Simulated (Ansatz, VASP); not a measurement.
Two plane-wave programs on Al2CdO6

INCAR

```
SYSTEM = Al2CdO6
ALGO = Fast
EDIFF = 1E-6
ENCUT = 520
GGA = PE
ISIF = 2
ISMEAR = 0
ISPIN = 2
LASPH = .TRUE.
LCHARG = .FALSE.
LORBIT = 11
LREAL = .FALSE.
LWAVE = .FALSE.
MAGMOM = 0 0 0 1 1 1 1 1 1
NBANDS = 41
NELM = 150
PREC = Accurate
SIGMA = 0.1
```

Contents of KPOINTS:

```
k-points
0
G
  4 4 4
  0 0 0
```

POSCAR

```
Al2CdO6
1.0
    0.0000000000      3.7586183300      3.7586183300
    3.7586183300      0.0000000000      3.7586183300
    3.7586183300      3.7586183300      0.0000000000
Al Cd O
2 1 6
Direct
    0.7500000000      0.7500000000      0.7500000000
    0.2500000000      0.2500000000      0.2500000000
    0.0000000000      0.0000000000      0.0000000000
    0.5000000000      0.0000000000      0.0000000000
    0.0000000000      0.5000000000      0.5000000000
    0.0000000000      0.5000000000      0.0000000000
    0.5000000000      0.0000000000      0.5000000000
    0.0000000000      0.0000000000      0.5000000000
    0.5000000000      0.5000000000      0.0000000000
```

Input for Ansatz:

```yaml
crystal:
  lattice:
    - [0.0, 3.75861833, 3.75861833]
    - [3.75861833, 0.0, 3.75861833]
    - [3.75861833, 3.75861833, 0.0]
  atoms:
    - { symbol: Al, position: [0.75, 0.75, 0.75] }
    - { symbol: Al, position: [0.25, 0.25, 0.25] }
    - { symbol: Cd, position: [0.0, 0.0, 0.0] }
    - { symbol: O, position: [0.5, 0.0, 0.0], spin: 1.0 }
    - { symbol: O, position: [0.0, 0.5, 0.5], spin: 1.0 }
    - { symbol: O, position: [0.0, 0.5, 0.0], spin: 1.0 }
    - { symbol: O, position: [0.5, 0.0, 0.5], spin: 1.0 }
    - { symbol: O, position: [0.0, 0.0, 0.5], spin: 1.0 }
    - { symbol: O, position: [0.5, 0.5, 0.0], spin: 1.0 }
basis:
  ecutwfc: 420
kpoints:
  mp_grid: { grid: [4, 4, 4] }
hamiltonian:
  xc: pbe
scf:
  occupations: { method: gaussian, width: 0.1 }
  lower_state_search: "off"
output:
  forces: true
  stress: true
  eigenvalues: true
  populations: true
magnetization:
  spin_polarized: true
```

Change from the starting cell: ordered vacancies on the A sites of perovskite (Fm-3m, No. 225).

Alike in both runs: task single point; functional PBE; k mesh 4 × 4 × 4; occupations gaussian, width 0.1 eV; collinear spin.

|  | VASP | Ansatz |
| --- | --- | --- |
| version | VASP 6.6.1 | Ansatz 0.2.0 |
| potentials or method | VASP PAW PBE potentials, release 64 (Al, Cd, O), cutoff 520 eV | scalar-relativistic, plane waves, PAW |
| valence electrons in the cell | 54 | 62 |

|  | VASP | Ansatz | Ansatz less VASP |
| --- | --- | --- | --- |
| gap on the k mesh at the Fermi level (eV) | none | none | - |
| pressure (GPa) | -3.0 | -3.0 | -0.02 |
| net moment per atom (μB) | 0.44 | 0.44 | 0.000 |
| size of the moment on the site where the two differ most (μB) | 0.58 | 0.59 | +0.015 |

Site moments also hang on the region over which each program counts them. A gap of «none» marks a metal or a gap that the smearing closes. VASP's potentials hold 54 valence electrons a cell and Ansatz's 62, so a difference there can come from the potentials and not from the codes.

The k mesh is coarse, so the values compare programs but aren't converged.
